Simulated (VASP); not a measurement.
# GaIr5 (P4/mmm) in VASP: single point with PBE

Aim: the single point of GaIr5 with PBE.

Everything below comes from runs of VASP 6.6.1. Logs are shortened: lines on timing, memory, paths and dates and some standing lists are left out, and cuts for length are marked.

**1. The cell of the first run**

The structure is tetragonal, space group P4/mmm (No. 123). The conventional cell has a = 2.778 Å, b = 2.778 Å, c = 11.247 Å, α = 90.00°, β = 90.00°, γ = 90.00°. Within 3.5 Å of Ga (site symmetry 4/mmm) lie 8 Ir at 2.68 Å and 4 Ga at 2.78 Å. Ir (site symmetry 4mm) has 12 Ir at 2.73 to 2.78 Å within 3.6 Å. Within 3.5 Å of Ir (site symmetry 4mm) lie 4 Ga at 2.68 Å and 8 Ir at 2.74 to 2.78 Å. Within 3.6 Å of Ir (site symmetry 4/mmm) lie 12 Ir at 2.73 to 2.78 Å.

**2. Single point, PBE**

INCAR

```
ALGO = Normal
EDIFF = 1E-6
ENCUT = 520
GGA = PE
ISIF = 2
ISMEAR = 0
LASPH = True
LCHARG = False
LREAL = False
LWAVE = False
NBANDS = 38
NELM = 80
PREC = Accurate
SIGMA = 0.2
```

KPOINTS

```
k-points
0
Gamma
  6 6 2
```

POSCAR

```
GaIr5
1.0
    2.7784260245      0.0000000000      0.0000000000
    0.0000000000      2.7784260245      0.0000000000
    0.0000000000      0.0000000000     11.2468955721
Ga Ir
1 5
Direct
    0.5000000000      0.5000000000      0.0000000000
    0.5000000000      0.5000000000      0.3315153967
    0.5000000000      0.5000000000      0.6684846033
    0.0000000000      0.0000000000      0.1618379253
    0.0000000000      0.0000000000      0.8381620747
    0.0000000000      0.0000000000      0.5000000000
```

Potentials or basis: VASP PAW PBE potentials, release 64 (Ga_d, Ir).

Started as:

```sh
$ cat potpaw_PBE.64/Ga_d/POTCAR potpaw_PBE.64/Ir/POTCAR > POTCAR
$ mpirun -np 1 vasp_std > vasp.out
```

OUTCAR:

```text
EDIFF = 1E-6
   ENCUT = 520
   GGA = PE
   ISIF = 2
   ISMEAR = 0
   LASPH = True
   LREAL = False
   NELM = 80
   PREC = Accurate

 ion  position               nearest neighbor table
   1  0.500  0.500  0.000-   4 2.68   5 2.68   4 2.68   5 2.68   4 2.68   5 2.68   4 2.68   5 2.68

   2  0.500  0.500  0.332-   6 2.73   6 2.73   6 2.73   6 2.73   4 2.74   4 2.74   4 2.74   4 2.74

   3  0.500  0.500  0.668-   6 2.73   6 2.73   6 2.73   6 2.73   5 2.74   5 2.74   5 2.74   5 2.74

   4  0.000  0.000  0.162-   1 2.68   1 2.68   1 2.68   1 2.68   2 2.74   2 2.74   2 2.74   2 2.74

   5  0.000  0.000  0.838-   1 2.68   1 2.68   1 2.68   1 2.68   3 2.74   3 2.74   3 2.74   3 2.74

   6  0.000  0.000  0.500-   2 2.73   3 2.73   2 2.73   3 2.73   2 2.73   3 2.73   2 2.73   3 2.73

  LATTYP: Found a simple tetragonal cell.
 ALAT       =     2.7784260245
 C/A-ratio  =     4.0479377435

  Lattice vectors:

 A1 = (   2.7784260245,   0.0000000000,   0.0000000000)
 A2 = (   0.0000000000,   2.7784260245,   0.0000000000)
 A3 = (   0.0000000000,   0.0000000000,  11.2468955721)

Analysis of symmetry for initial positions (statically):
=====================================================================
 Subroutine PRICEL returns:
 Original cell was already a primitive cell.

 Routine SETGRP: Setting up the symmetry group for a
 simple tetragonal supercell.

 Subroutine GETGRP returns: Found 16 space group operations
 (whereof 16 operations were pure point group operations)
 out of a pool of 16 trial point group operations.

The static configuration has the point symmetry D_4h.

Analysis of symmetry for dynamics (positions and initial velocities):
=====================================================================
 Subroutine PRICEL returns:
 Original cell was already a primitive cell.

 Routine SETGRP: Setting up the symmetry group for a
 simple tetragonal supercell.

 Subroutine GETGRP returns: Found 16 space group operations
 (whereof 16 operations were pure point group operations)
 out of a pool of 16 trial point group operations.

The dynamic configuration has the point symmetry D_4h.

 Subroutine INISYM returns: Found 16 space group operations
 (whereof 16 operations are pure point group operations),
 and found     1 'primitive' translations

----------------------------------------------------------------------------------------

                                     Primitive cell

  volume of cell :      86.8221

  direct lattice vectors                    reciprocal lattice vectors
     2.778426024  0.000000000  0.000000000     0.359916007  0.000000000  0.000000000
     0.000000000  2.778426024  0.000000000     0.000000000  0.359916007  0.000000000
     0.000000000  0.000000000 11.246895572     0.000000000  0.000000000  0.088913424

  length of vectors
     2.778426024  2.778426024 11.246895572     0.359916007  0.359916007  0.088913424

  position of ions in fractional coordinates (direct lattice)
     0.500000000  0.500000000  0.000000000
     0.500000000  0.500000000  0.331515397
     0.500000000  0.500000000  0.668484603
     0.000000000  0.000000000  0.161837925
     0.000000000  0.000000000  0.838162075
     0.000000000  0.000000000  0.500000000

  ion indices of the primitive-cell ions
   primitive index   ion index
                 1           1
                 2           2
                 3           3
                 4           4
                 5           5
                 6           6

----------------------------------------------------------------------------------------

 KPOINTS: k-points

Automatic generation of k-mesh.
 Grid dimensions read from file:
 generate k-points for:    6    6    2

 Generating k-lattice:

  Cartesian coordinates                     Fractional coordinates (reciprocal lattice)
     0.059986001  0.000000000  0.000000000     0.166666667  0.000000000  0.000000000
     0.000000000  0.059986001  0.000000000     0.000000000  0.166666667  0.000000000
     0.000000000  0.000000000  0.044456712     0.000000000  0.000000000  0.500000000

  Length of vectors
     0.059986001  0.059986001  0.044456712

  Shift w.r.t. Gamma in fractional coordinates (k-lattice)
     0.000000000  0.000000000  0.000000000

 Subroutine IBZKPT returns following result:
 ===========================================

 Found     20 irreducible k-points:

 Following reciprocal coordinates:
            Coordinates               Weight
  0.000000  0.000000  0.000000      1.000000
  0.166667  0.000000  0.000000      4.000000
  0.333333  0.000000  0.000000      4.000000
  0.500000  0.000000  0.000000      2.000000
  0.166667  0.166667  0.000000      4.000000
  0.333333  0.166667  0.000000      8.000000
[... 12 lines left out ...]
  0.500000  0.333333  0.500000      4.000000
  0.500000  0.500000  0.500000      1.000000
   k-points           NKPTS =     20   k-points in BZ     NKDIM =     20   number of bands    NBANDS=     38
   number of dos      NEDOS =    301   number of ions     NIONS =      6
   total plane-waves  NPLWV =  48384
   dimension x,y,z NGX =    24 NGY =   24 NGZ =   84
   dimension x,y,z NGXF=    48 NGYF=   48 NGZF=  168
   ions per type =               1   5
   NGX,Y,Z   is equivalent  to a cutoff of  14.36, 14.36, 12.42 a.u.
   NGXF,Y,Z  is equivalent  to a cutoff of  28.72, 28.72, 24.83 a.u.
 SYSTEM =  unknown system
   PREC   = accura    normal or accurate (medium, high low for compatibility)
   ISTART =      0    job   : 0-new  1-cont  2-samecut
   ICHARG =      2    charge: 1-file 2-atom 10-const
   ISPIN  =      1    spin polarized calculation?
   LNONCOLLINEAR =      F non collinear calculations
   LSORBIT =      F    spin-orbit coupling
   LASPH  =      T    aspherical Exc in radial PAW
   ENCUT  =  520.0 eV  38.22 Ry    6.18 a.u.   5.17  5.17 20.91*2*pi/ulx,y,z
   NELM   =     80;   NELMIN=  2; NELMDL= -5     # of ELM steps
   EDIFF  = 0.1E-05   stopping-criterion for ELM
   LREAL  =      F    real-space projection
   EDIFFG = 0.1E-04   stopping-criterion for IOM
   NSW    =      0    number of steps for IOM
   IBRION =     -1    ionic relax: 0-MD 1-quasi-New 2-CG
   NFREE  =      0    steps in history (QN), initial steepest desc. (CG)
   ISIF   =      2    stress and relaxation
   ISYM   =      2    0-nonsym 1-usesym 2-fastsym
   POTIM  = 0.5000    time-step for ionic-motion
   TEBEG  =    0.0;   TEEND  =   0.0 temperature during run
   PSTRESS=    0.0 pullay stress
   NELECT =      58.0000    total number of electrons
   NUPDOWN=      -1.0000    fix difference up-down
   EMIN   =  10.00;   EMAX   =-10.00  energy-range for DOS
   EFERMI =   0.00;   METHOD = LEGACY
   ISMEAR =     0;   SIGMA  =   0.20  broadening in eV -4-tet -1-fermi 0-gaus
   EFERMI_NEDOS =   21; number of points for ismear=-14 and -15
   IALGO  =     38    algorithm
   IMIX   =      4    mixing-type and parameters
     AMIX     =   0.40;   BMIX     =  1.00
     AMIX_MAG =   1.60;   BMIX_MAG =  1.00
  volume/ion in A,a.u.               =      14.47        97.65
  Fermi-wavevector in a.u.,A,eV,Ry     =   1.431113  2.704412 27.865896  2.048086
  Thomas-Fermi vector in A             =   2.550885
   LORBIT       =      0    0 simple, 1 ext, 2 COOP (PROOUT), +10 PAW based schemes
   GGA     = PE    functional components
   LHFCALC =     F    Hartree Fock is set to
   AEXX    =    0.0000 exact exchange contribution
   IVDW    =     0    specifies the selected vdW correction
   LEPSILON=     F    determine dielectric tensor
   LRPA    =     F    only Hartree local field effects (RPA)
 non-spin polarized calculation
 Gauss-broadening in eV      SIGMA  =   0.20
  energy-cutoff  :      520.00
  volume of cell :       86.82
 maximum number of plane-waves:      2368
 NGX is ok and might be reduce to    24
   NGX = 11   NGY = 11   NGZ = 41

 number of electron      58.0000001 magnetization

 Free energy of the ion-electron system (eV)
  ---------------------------------------------------
  ext. energy  EPLUGINS =         0.00000000
  ---------------------------------------------------
  free energy    TOTEN  =       -47.54055201 eV

  energy without entropy =      -47.41998188  energy(sigma->0) =      -47.48026694

 E-fermi :   9.5289     XC(G=0): -13.6175

 val. band max:        9.4931220947   @ k =   0.3333   0.1667   0.0000
 cond. band min:       9.5569377559   @ k =   0.3333   0.3333   0.0000
 fundamental gap:      0.0638156612
 Fermi energy:         9.5289147492

 k-point     1 :       0.0000    0.0000    0.0000
  band No.  band energies     occupation
      1      -5.8457      2.00000
      2      -5.6357      2.00000
      3      -5.4439      2.00000
      4      -5.4439      2.00000
      5      -5.3970      2.00000
      6      -2.0911      2.00000
[... 30 lines left out ...]
     37      18.1718      0.00000
     38      18.1719      0.00000

 k-point     2 :       0.1667    0.0000    0.0000
  band No.  band energies     occupation
      1      -5.7921      2.00000
      2      -5.5822      2.00000
      3      -5.5015      2.00000
      4      -5.4401      2.00000
      5      -5.4331      2.00000
      6      -1.4881      2.00000
[... 30 lines left out ...]
     37      14.5463      0.00000
     38      18.4614      0.00000

 k-point     3 :       0.3333    0.0000    0.0000
  band No.  band energies     occupation
      1      -5.7255      2.00000
      2      -5.6097      2.00000
      3      -5.5042      2.00000
      4      -5.4470      2.00000
      5      -5.4329      2.00000
      6       0.0989      2.00000
[... 30 lines left out ...]
     37      15.3180      0.00000
[... 617 lines left out ...]
 k-point    19 :       0.5000    0.3333    0.5000
  band No.  band energies     occupation
      1      -5.7270      2.00000
      2      -5.6370      2.00000
      3      -5.5824      2.00000
      4      -5.4268      2.00000
      5      -5.3271      2.00000
      6       2.5458      2.00000
[... 30 lines left out ...]
     37      15.3117      0.00000
     38      15.3746      0.00000

 k-point    20 :       0.5000    0.5000    0.5000
  band No.  band energies     occupation
      1      -5.7855      2.00000
      2      -5.6315      2.00000
      3      -5.6315      2.00000
      4      -5.3973      2.00000
      5      -5.2515      2.00000
      6       2.3519      2.00000
[... 30 lines left out ...]
     37      16.6123      0.00000
     38      17.3173      0.00000

------------------------ aborting loop because EDIFF is reached ----------------------------------------

  FORCE on cell =-STRESS in cart. coord.  units (eV):
  Direction    XX          YY          ZZ          XY          YZ          ZX
  --------------------------------------------------------------------------------------
  -------------------------------------------------------------------------------------
  Total        0.3225383      0.3225383      0.1865025      0.0000000     -0.0000000     -0.0000000
  in kB        5.9519808      5.9519808      3.4416356      0.0000000     -0.0000000     -0.0000000
  external PRESSURE =       5.1151991 kB  Pullay stress =       0.0000000 kB

 VOLUME and BASIS-vectors are now :
 -----------------------------------------------------------------------------
  energy-cutoff  :      520.00
  volume of cell :       86.82
      direct lattice vectors                 reciprocal lattice vectors
     2.778426024  0.000000000  0.000000000     0.359916007  0.000000000  0.000000000
     0.000000000  2.778426024  0.000000000     0.000000000  0.359916007  0.000000000
     0.000000000  0.000000000 11.246895572     0.000000000  0.000000000  0.088913424

 POSITION                                       TOTAL-FORCE (eV/Angst)
 -----------------------------------------------------------------------------------
      1.38921      1.38921      0.00000         0.000000      0.000000      0.000000
      1.38921      1.38921      3.72852         0.000000     -0.000000     -0.017643
      1.38921      1.38921      7.51838        -0.000000     -0.000000      0.017643
      0.00000      0.00000      1.82017         0.000000      0.000000      0.008023
      0.00000      0.00000      9.42672         0.000000      0.000000     -0.008023
      0.00000      0.00000      5.62345         0.000000      0.000000      0.000000
 -----------------------------------------------------------------------------------
    total drift:                                0.000000     -0.000000     -0.000000

  FREE ENERGIE OF THE ION-ELECTRON SYSTEM (eV)
  ---------------------------------------------------
  free  energy   TOTEN  =       -47.5405520080 eV

  energy  without entropy=      -47.4199818760  energy(sigma->0) =      -47.48026694
```

It took 71 s on 1 thread of Intel Xeon Platinum 8259CL at 2.50GHz (Skylake/Cascade Lake), shared host; peak memory 0.23 GiB.

What came out:

| Item | Value |
| --- | --- |
| Free energy | -47.5406 eV |
| Pressure | 0.5 GPa |
| Largest force | 0.018 eV/Å |
| Band gap on the k mesh | zero (band 29 reaches 11.08 eV, above the bottom of band 30 at 8.79 eV) |

Forces on the atoms (eV/Å):
```
Ga   0.000  0.000  0.000
Ir   0.000  0.000 -0.018
Ir   0.000  0.000  0.018
Ir   0.000  0.000  0.008
Ir   0.000  0.000 -0.008
Ir   0.000  0.000  0.000
```

Caveat: the k points lie up to 0.38 Å⁻¹ apart; spin-orbit coupling is left out, which moves the levels of the heavy elements.
